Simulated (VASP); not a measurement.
A run of VASP 6.6.1 is set up as follows.

The input INCAR:

```
SYSTEM = CdTe
PREC = Accurate ; ENCUT = 520
EDIFF = 1E-6 ; ISMEAR = 0
SIGMA = 0.05 ; LREAL = .False.
LASPH = .True. ; NELM = 60
ALGO = Normal ; ISIF = 2
LWAVE = .False. ; LCHARG = .False.
GGA = PE ; IVDW = 13
NBANDS = 16
```

Contents of KPOINTS:

```
regular mesh
0
Gamma
  6 6 6
  0 0 0
```

POSCAR

```
CdTe
1.0
    0.0000000000      3.2359343790      3.2359343790
    3.2359343790      0.0000000000      3.2359343790
    3.2359343790      3.2359343790      0.0000000000
Cd Te
1 1
Direct
    0.0000000000      0.0000000000      0.0000000000
    0.2500000000      0.2500000000      0.2500000000
```

Potentials or basis: VASP PAW PBE potentials, release 64 (Cd, Te).

Command:

```sh
$ cat potpaw_PBE.64/Cd/POTCAR potpaw_PBE.64/Te/POTCAR > POTCAR
$ mpirun -np 1 vasp_std > vasp.out
```

Question: Predict the band gap on the k mesh.

Answer: 0.78 eV, direct.

Question: What does it give for the pressure?

Answer: 1.0 GPa.

Question: Estimate the dispersion energy per atom.

Answer: -0.357 eV.

Caveat: spin-orbit coupling is left out, which moves the levels of the heavy elements.
